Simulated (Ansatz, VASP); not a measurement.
## One calculation of TlGaSe3, two programs

```
CELL_PARAMETERS angstrom
4.93234 0.00000 0.00000
0.00000 4.93234 0.00000
0.00000 0.00000 4.93234
ATOMIC_POSITIONS crystal
Tl 0.50000 0.50000 0.50000
Ga 0.00000 0.00000 0.00000
Se 0.50000 0.00000 0.00000
Se 0.00000 0.50000 0.00000
Se 0.00000 0.00000 0.50000
```

Alike in both runs: task single point; functional PBE; k mesh 4 × 4 × 4; occupations gaussian, width 0.1 eV; no spin polarisation.

|  | VASP | Ansatz |
| --- | --- | --- |
| version | VASP 6.6.1 | Ansatz 0.2.0 |
| potentials or method | VASP PAW PBE potentials, release 64 (Tl_d, Ga_d, Se), cutoff 520 eV | scalar-relativistic, plane waves, PAW |
| valence electrons in the cell | 44 | 74 |

```tsv
	VASP	Ansatz	Ansatz less VASP
gap on the k mesh at the Fermi level (eV)	none	none	-
pressure (GPa)	5.7	5.7	-0.08
```

A gap of «none» marks a metal or a gap that the smearing closes. VASP's potentials hold 44 valence electrons a cell and Ansatz's 74, so a difference there can come from the potentials and not from the codes.

Neither program's run includes spin-orbit coupling.
